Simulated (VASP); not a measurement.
Input of a VASP 6.6.1 run:

INCAR

```
  PREC = Accurate
  ENCUT = 520
  EDIFF = 1E-6
  ISMEAR = 0
  SIGMA = 0.15
  LREAL = False
  LASPH = True
  NELM = 100
  ALGO = Fast
  ISIF = 2
  LWAVE = False
  LCHARG = False
  GGA = PE
  NBANDS = 22
```

KPOINTS

```
Automatic mesh
0
Gamma
  18 18 10
```

POSCAR

```
Rh
1.0
    2.7521000000      0.0000000000      0.0000000000
   -1.3760500000      2.3833885137      0.0000000000
    0.0000000000      0.0000000000      4.0343000000
Rh
2
Direct
    0.6666666667      0.3333333333      0.7500000000
    0.3333333333      0.6666666667      0.2500000000
```

Potentials or basis: VASP PAW PBE potentials, release 64 (Rh_pv).

The run is started by

```sh
$ cat potpaw_PBE.64/Rh_pv/POTCAR > POTCAR
$ mpirun -np 1 vasp_std > vasp.out
```

Q: Predict the pressure.

A: 22.8 GPa.

Q: What does it give for the band gap on the k mesh?

A: Zero (bands 15 and 16 overlap by 2.13 eV).

Stress tensor (GPa, compression positive):
```
13.02  0.00  0.00
 0.00 13.02  0.00
 0.00  0.00 42.37
```

Caveat: the cell stands under pressure.
